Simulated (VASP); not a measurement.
# Ti3Pt5 (I4/mmm) in VASP: single point with r2SCAN

Aim: the single point of Ti3Pt5 with r2SCAN.

All numbers are computed with VASP 6.6.1; they aren't measurements. Logs are shortened: lines on timing, memory, paths and dates and some standing lists are left out, and cuts for length are marked.

## Step 1: The cell of the first run

The structure is tetragonal, space group I4/mmm (No. 139). The conventional cell has a = 5.583 Å, b = 5.583 Å, c = 7.773 Å, α = 90.00°, β = 90.00°, γ = 90.00°. Pt (site symmetry 2/m) has 6 Pt at 2.77 to 2.79 Å and 6 Ti at 2.77 Å within 3.7 Å. Pt (site symmetry 4/mmm) has 8 Pt at 2.77 Å and 4 Ti at 2.79 Å within 3.7 Å. Within 3.7 Å of Ti (site symmetry 4/mmm) lie 8 Pt at 2.77 Å and 4 Ti at 2.79 Å. Within 3.7 Å of Ti (site symmetry mmm) lie 10 Pt at 2.77 to 2.79 Å and 2 Ti at 2.79 Å.

## Step 2: Single point, r2SCAN

Contents of POSCAR:

```
Ti3Pt5
1.0
    0.0000000000      3.8864581302      3.9478992598
    3.9478992598      0.0000000000      3.9478992598
    3.9478992598      3.8864581302      0.0000000000
Pt Ti
5 3
Direct
    0.0000000000      0.0000000000      0.0000000000
    0.0000000000      0.5000000000      0.0000000000
    0.5000000000      0.0000000000      0.5000000000
    0.5000000000      0.5000000000      0.0000000000
    0.5000000000      0.5000000000      0.5000000000
    0.0000000000      0.0000000000      0.5000000000
    0.0000000000      0.5000000000      0.5000000000
    0.5000000000      0.0000000000      0.0000000000
```

Contents of INCAR.step1:

```
PREC = Accurate
ENCUT = 550
ISMEAR = -1
SIGMA = 0.05
LREAL = F
LASPH = T
NELM = 120
NBANDS = 53
GGA = PE
ALGO = Normal
EDIFF = 1E-5
LWAVE = T
LCHARG = F
GGA_COMPAT = F
```

Contents of INCAR.step2:

```
PREC = Accurate
ENCUT = 550
EDIFF = 1E-6
ISMEAR = -1
SIGMA = 0.05
LREAL = F
LASPH = T
NELM = 120
ALGO = Normal
ISIF = 2
LWAVE = F
LCHARG = F
METAGGA = R2SCAN
LMIXTAU = T
NBANDS = 53
ISTART = 1
GGA_COMPAT = F
```

Contents of KPOINTS:

```
Automatic mesh
0
Gamma
  5 5 5
```

Potentials or basis: VASP PAW PBE potentials, release 64 (Pt, Ti_sv).

Started as:

```sh
cat potpaw_PBE.64/Pt/POTCAR potpaw_PBE.64/Ti_sv/POTCAR > POTCAR
cp INCAR.step1 INCAR
mpirun -np 1 vasp_std > vasp.out
cp INCAR.step2 INCAR
mpirun -np 1 vasp_std > vasp.out
```

OUTCAR:

```text
PREC = Accurate
   ENCUT = 550
   EDIFF = 1E-6
   ISMEAR = -1
   LREAL = F
   LASPH = T
   NELM = 120
   ISIF = 2
   METAGGA = R2SCAN
   ISTART = 1

 ion  position               nearest neighbor table
   1  0.000  0.000  0.000-   6 2.77   8 2.77   6 2.77   7 2.77   4 2.77   7 2.77   4 2.77   8 2.77
                             3 2.79   3 2.79   2 2.79   2 2.79
   2  0.000  0.500  0.000-   4 2.77   7 2.77   6 2.77   7 2.77   6 2.77   8 2.77   4 2.77   8 2.77
                             5 2.79   1 2.79   5 2.79   1 2.79
   3  0.500  0.000  0.500-   6 2.77   8 2.77   4 2.77   8 2.77   4 2.77   7 2.77   6 2.77   7 2.77
                             1 2.79   1 2.79   5 2.79   5 2.79
   4  0.500  0.500  0.000-   2 2.77   5 2.77   3 2.77   5 2.77   1 2.77   3 2.77   1 2.77   2 2.77
                             8 2.79   8 2.79   7 2.79   7 2.79
   5  0.500  0.500  0.500-   4 2.77   7 2.77   4 2.77   8 2.77   6 2.77   8 2.77   6 2.77   7 2.77
                             2 2.79   2 2.79   3 2.79   3 2.79
   6  0.000  0.000  0.500-   1 2.77   3 2.77   1 2.77   2 2.77   2 2.77   5 2.77   3 2.77   5 2.77
                             7 2.79   7 2.79   8 2.79   8 2.79
   7  0.000  0.500  0.500-   2 2.77   5 2.77   1 2.77   2 2.77   1 2.77   3 2.77   3 2.77   5 2.77
                             6 2.79   6 2.79   4 2.79   4 2.79
   8  0.500  0.000  0.000-   1 2.77   3 2.77   3 2.77   5 2.77   2 2.77   5 2.77   1 2.77   2 2.77
                             6 2.79   4 2.79   4 2.79   6 2.79

  LATTYP: Found a body centered tetragonal cell.
 ALAT       =     5.5831726761
 C/A-ratio  =     1.3922041662

  Lattice vectors:

 A1 = (   0.0000000000,  -3.8864581302,   3.9478992598)
 A2 = (   0.0000000000,  -3.8864581302,  -3.9478992598)
 A3 = (   3.9478992598,   3.8864581302,   0.0000000000)

Analysis of symmetry for initial positions (statically):
=====================================================================
 Subroutine PRICEL returns:
 Original cell was already a primitive cell.

 Routine SETGRP: Setting up the symmetry group for a
 body centered tetragonal supercell.

 Subroutine GETGRP returns: Found 16 space group operations
 (whereof  4 operations were pure point group operations)
 out of a pool of 16 trial point group operations.

The static configuration has the point symmetry C_2h.
 The point group associated with its full space group is D_4h.

Analysis of symmetry for dynamics (positions and initial velocities):
=====================================================================
 Subroutine PRICEL returns:
 Original cell was already a primitive cell.

 Routine SETGRP: Setting up the symmetry group for a
 body centered tetragonal supercell.

 Subroutine GETGRP returns: Found 16 space group operations
 (whereof  4 operations were pure point group operations)
 out of a pool of 16 trial point group operations.

The dynamic configuration has the point symmetry C_2h.
 The point group associated with its full space group is D_4h.

 Subroutine INISYM returns: Found 16 space group operations
 (whereof  4 operations are pure point group operations),
 and found     1 'primitive' translations

----------------------------------------------------------------------------------------

                                     Primitive cell

  volume of cell :     121.1480

  direct lattice vectors                    reciprocal lattice vectors
     0.000000000  3.886458130  3.947899260    -0.126649635  0.128651843  0.126649635
     3.947899260  0.000000000  3.947899260     0.126649635 -0.128651843  0.126649635
     3.947899260  3.886458130  0.000000000     0.126649635  0.128651843 -0.126649635

  length of vectors
     5.539897595  5.583172676  5.539897595     0.220525637  0.220525637  0.220525637

  position of ions in fractional coordinates (direct lattice)
     0.000000000  0.000000000  0.000000000
     0.000000000  0.500000000  0.000000000
     0.500000000  0.000000000  0.500000000
     0.500000000  0.500000000  0.000000000
     0.500000000  0.500000000  0.500000000
     0.000000000  0.000000000  0.500000000
     0.000000000  0.500000000  0.500000000
     0.500000000  0.000000000  0.000000000

  ion indices of the primitive-cell ions
   primitive index   ion index
                 1           1
                 2           2
                 3           3
                 4           4
                 5           5
                 6           6
                 7           7
                 8           8

----------------------------------------------------------------------------------------

 KPOINTS: Automatic mesh

Automatic generation of k-mesh.
 Grid dimensions read from file:
 generate k-points for:    5    5    5

 Generating k-lattice:

  Cartesian coordinates                     Fractional coordinates (reciprocal lattice)
    -0.025329927  0.025730369  0.025329927     0.200000000  0.000000000  0.000000000
     0.025329927 -0.025730369  0.025329927     0.000000000  0.200000000  0.000000000
     0.025329927  0.025730369 -0.025329927     0.000000000  0.000000000  0.200000000

  Length of vectors
     0.044105127  0.044105127  0.044105127

  Shift w.r.t. Gamma in fractional coordinates (k-lattice)
     0.000000000  0.000000000  0.000000000

 Subroutine IBZKPT returns following result:
 ===========================================

 Found     18 irreducible k-points:

 Following reciprocal coordinates:
            Coordinates               Weight
  0.000000  0.000000  0.000000      1.000000
  0.200000  0.000000 -0.000000      8.000000
  0.400000  0.000000  0.000000      8.000000
  0.200000  0.200000  0.000000      4.000000
  0.400000  0.200000  0.000000     16.000000
 -0.400000  0.200000  0.000000     16.000000
[... 10 lines left out ...]
  0.400000  0.000000  0.400000      2.000000
 -0.400000  0.000000  0.400000      4.000000
   k-points           NKPTS =     18   k-points in BZ     NKDIM =     18   number of bands    NBANDS=     53
   number of dos      NEDOS =    301   number of ions     NIONS =      8
   total plane-waves  NPLWV =  84672
   dimension x,y,z NGX =    42 NGY =   48 NGZ =   42
   dimension x,y,z NGXF=    84 NGYF=   96 NGZF=   84
   ions per type =               5   3
   NGX,Y,Z   is equivalent  to a cutoff of  12.60, 14.29, 12.60 a.u.
   NGXF,Y,Z  is equivalent  to a cutoff of  25.21, 28.59, 25.21 a.u.
 SYSTEM =  unknown system
   PREC   = accura    normal or accurate (medium, high low for compatibility)
   ISTART =      1    job   : 0-new  1-cont  2-samecut
   ICHARG =      0    charge: 1-file 2-atom 10-const
   ISPIN  =      1    spin polarized calculation?
   LNONCOLLINEAR =      F non collinear calculations
   LSORBIT =      F    spin-orbit coupling
   LASPH  =      T    aspherical Exc in radial PAW
   ENCUT  =  550.0 eV  40.42 Ry    6.36 a.u.  10.59 10.68 10.59*2*pi/ulx,y,z
   NELM   =    120;   NELMIN=  2; NELMDL=  0     # of ELM steps
   EDIFF  = 0.1E-05   stopping-criterion for ELM
   LREAL  =      F    real-space projection
   EDIFFG = 0.1E-04   stopping-criterion for IOM
   NSW    =      0    number of steps for IOM
   IBRION =     -1    ionic relax: 0-MD 1-quasi-New 2-CG
   NFREE  =      0    steps in history (QN), initial steepest desc. (CG)
   ISIF   =      2    stress and relaxation
   ISYM   =      2    0-nonsym 1-usesym 2-fastsym
   POTIM  = 0.5000    time-step for ionic-motion
   TEBEG  =    0.0;   TEEND  =   0.0 temperature during run
   PSTRESS=    0.0 pullay stress
   NELECT =      86.0000    total number of electrons
   NUPDOWN=      -1.0000    fix difference up-down
   EMIN   =  10.00;   EMAX   =-10.00  energy-range for DOS
   EFERMI =   0.00;   METHOD = LEGACY
   ISMEAR =    -1;   SIGMA  =   0.05  broadening in eV -4-tet -1-fermi 0-gaus
   EFERMI_NEDOS =   21; number of points for ismear=-14 and -15
   IALGO  =     38    algorithm
   IMIX   =      4    mixing-type and parameters
     AMIX     =   0.40;   BMIX     =  1.00
     AMIX_MAG =   1.60;   BMIX_MAG =  1.00
  volume/ion in A,a.u.               =      15.14       102.19
  Fermi-wavevector in a.u.,A,eV,Ry     =   1.460390  2.759738 29.017688  2.132740
  Thomas-Fermi vector in A             =   2.576845
   LORBIT       =      0    0 simple, 1 ext, 2 COOP (PROOUT), +10 PAW based schemes
   METAGGA = R2SCAN    functional components
   LHFCALC =     F    Hartree Fock is set to
   AEXX    =    0.0000 exact exchange contribution
   IVDW    =     0    specifies the selected vdW correction
   LEPSILON=     F    determine dielectric tensor
   LRPA    =     F    only Hartree local field effects (RPA)
 non-spin polarized calculation
  energy-cutoff  :      550.00
  volume of cell :      121.15
 maximum number of plane-waves:      3569
 NGX is ok and might be reduce to    42
   NGX = 21   NGY = 21   NGZ = 21

 number of electron      86.0000012 magnetization

 Free energy of the ion-electron system (eV)
  ---------------------------------------------------
  ext. energy  EPLUGINS =         0.00000000
  ---------------------------------------------------
  free energy    TOTEN  =      -303.63365819 eV

  energy without entropy =     -303.58444215  energy(sigma->0) =     -303.60905017

 E-fermi :  11.0216     XC(G=0): -14.0992

 val. band max:       11.0184581818   @ k =  -0.4000   0.0000   0.4000
 cond. band min:      11.0364164787   @ k =   0.4000   0.2000   0.0000
 fundamental gap:      0.0179582969
 Fermi energy:        11.0215641453

 k-point     1 :       0.0000    0.0000    0.0000
  band No.  band energies     occupation
      1     -48.8135      2.00000
      2     -48.8068      2.00000
      3     -48.3181      2.00000
      4     -24.1174      2.00000
      5     -24.1174      2.00000
      6     -24.0773      2.00000
[... 45 lines left out ...]
     52      13.2696      0.00000
     53      13.3258      0.00000

 k-point     2 :       0.2000    0.0000   -0.0000
  band No.  band energies     occupation
      1     -48.8123      2.00000
      2     -48.8068      2.00000
      3     -48.3188      2.00000
      4     -24.1193      2.00000
      5     -24.1173      2.00000
      6     -24.0780      2.00000
[... 888 lines left out ...]
 k-point    18 :      -0.4000    0.0000    0.4000
  band No.  band energies     occupation
      1     -48.8107      2.00000
      2     -48.8068      2.00000
      3     -48.3181      2.00000
      4     -24.1244      2.00000
      5     -24.1226      2.00000
      6     -24.0961      2.00000
[... 45 lines left out ...]
     52      12.6957      0.00000
     53      12.9630      0.00000

------------------------ aborting loop because EDIFF is reached ----------------------------------------

  FORCE on cell =-STRESS in cart. coord.  units (eV):
  Direction    XX          YY          ZZ          XY          YZ          ZX
  --------------------------------------------------------------------------------------
  -------------------------------------------------------------------------------------
  Total        0.5170010      0.5062151      0.5170010     -0.0000000      0.0000000      0.0000000
  in kB        6.8373195      6.6946756      6.8373195     -0.0000000      0.0000000      0.0000000
  external PRESSURE =       6.7897715 kB  Pullay stress =       0.0000000 kB

 VOLUME and BASIS-vectors are now :
 -----------------------------------------------------------------------------
  energy-cutoff  :      550.00
  volume of cell :      121.15
      direct lattice vectors                 reciprocal lattice vectors
     0.000000000  3.886458130  3.947899260    -0.126649635  0.128651843  0.126649635
     3.947899260  0.000000000  3.947899260     0.126649635 -0.128651843  0.126649635
     3.947899260  3.886458130  0.000000000     0.126649635  0.128651843 -0.126649635

 POSITION                                       TOTAL-FORCE (eV/Angst)
 -----------------------------------------------------------------------------------
      0.00000      0.00000      0.00000        -0.000000     -0.000000      0.000000
      1.97395      0.00000      1.97395         0.000000     -0.000000     -0.000000
      1.97395      3.88646      1.97395        -0.000000     -0.000000     -0.000000
      1.97395      1.94323      3.94790         0.000000      0.000000     -0.000000
      3.94790      3.88646      3.94790        -0.000000     -0.000000      0.000000
      1.97395      1.94323      0.00000         0.000000     -0.000000     -0.000000
      3.94790      1.94323      1.97395        -0.000000     -0.000000     -0.000000
      0.00000      1.94323      1.97395        -0.000000     -0.000000      0.000000
 -----------------------------------------------------------------------------------
    total drift:                               -0.000000     -0.000000      0.000000

  FREE ENERGIE OF THE ION-ELECTRON SYSTEM (eV)
  ---------------------------------------------------
  free  energy   TOTEN  =      -303.6336581889 eV

  energy  without entropy=     -303.5844421450  energy(sigma->0) =     -303.60905017
```

Wall time 9.3 min (1 thread of Intel Xeon Platinum 8488C (Sapphire Rapids), shared host); peak memory 0.36 GiB.

What came out:

- Free energy: -303.6337 eV
- Pressure: 0.7 GPa
- Band gap on the k mesh: zero (bands 43 and 44 overlap by 0.93 eV)

Caveat: the PAW data sets were made with another functional, which shifts forces and pressure a little; spin-orbit coupling is left out, which moves the levels of the heavy elements.
